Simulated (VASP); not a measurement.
Wanted: the native input for a VASP 6.6.1 run.

| Property | Result |
| --- | --- |
| Task | density of states |
| Functional | PBE |
| Potentials or basis | VASP PAW PBE potentials, release 64 (Cd, Te) |
| Cutoff | 520 eV |
| k mesh | 11 × 11 × 11 |
| Occupations | fermi-dirac, width 0.05 eV |
| Spin | no spin polarisation |
| Dipole correction | no |
| k mesh for the DOS | 17 × 17 × 17 |
| Occupations for the DOS | tetrahedron |
| Further INCAR settings | ALGO = Normal; EDIFF = 1e-07; NBANDS = 16 |

The system is CdTe (CsCl type).

```
CELL_PARAMETERS angstrom
3.78569 0.00000 0.00000
0.00000 3.78569 0.00000
0.00000 0.00000 3.78569
ATOMIC_POSITIONS crystal
Cd 0.00000 0.00000 0.00000
Te 0.50000 0.50000 0.50000
```

The input as run:

POSCAR

```
CdTe
1.0
    3.7856946592      0.0000000000      0.0000000000
    0.0000000000      3.7856946592      0.0000000000
    0.0000000000      0.0000000000      3.7856946592
Cd Te
1 1
Direct
    0.0000000000      0.0000000000      0.0000000000
    0.5000000000      0.5000000000      0.5000000000
```

INCAR.step1

```
  ALGO = Normal
  EDIFF = 1E-7
  ENCUT = 520
  GGA = PE
  ISIF = 2
  ISMEAR = -1
  LASPH = True
  LCHARG = True
  LREAL = False
  LWAVE = False
  NBANDS = 16
  NELM = 60
  PREC = Accurate
  SIGMA = 0.05
```

KPOINTS.step1

```
k-points
0
Gamma
  11 11 11
```

INCAR.step2

```
  ALGO = Normal
  EDIFF = 1E-7
  ENCUT = 520
  GGA = PE
  ICHARG = 11
  ISIF = 2
  ISMEAR = -5
  LASPH = True
  LCHARG = False
  LORBIT = 10
  LREAL = False
  LWAVE = False
  NBANDS = 16
  NEDOS = 2001
  NELM = 60
  PREC = Accurate
  SIGMA = 0.05
```

KPOINTS.step2

```
k-points
0
Gamma
  17 17 17
```

Potentials or basis: VASP PAW PBE potentials, release 64 (Cd, Te).

Run with:

```console
$ cat potpaw_PBE.64/Cd/POTCAR potpaw_PBE.64/Te/POTCAR > POTCAR
$ cp INCAR.step1 INCAR
$ cp KPOINTS.step1 KPOINTS
$ mpirun -np 1 vasp_std > vasp.out
$ cp INCAR.step2 INCAR
$ cp KPOINTS.step2 KPOINTS
$ mpirun -np 1 vasp_std > vasp.out
```

Results of the run:

* Valence electrons inside the program's atomic spheres: Cd 10.22; Te 3.30

Caveat: spin-orbit coupling is left out, which moves the levels of the heavy elements.

Run time: 74 s on 1 thread of AMD EPYC 7R43 64-Core Processor (Zen 3) (shared host), peak memory 0.23 GiB.
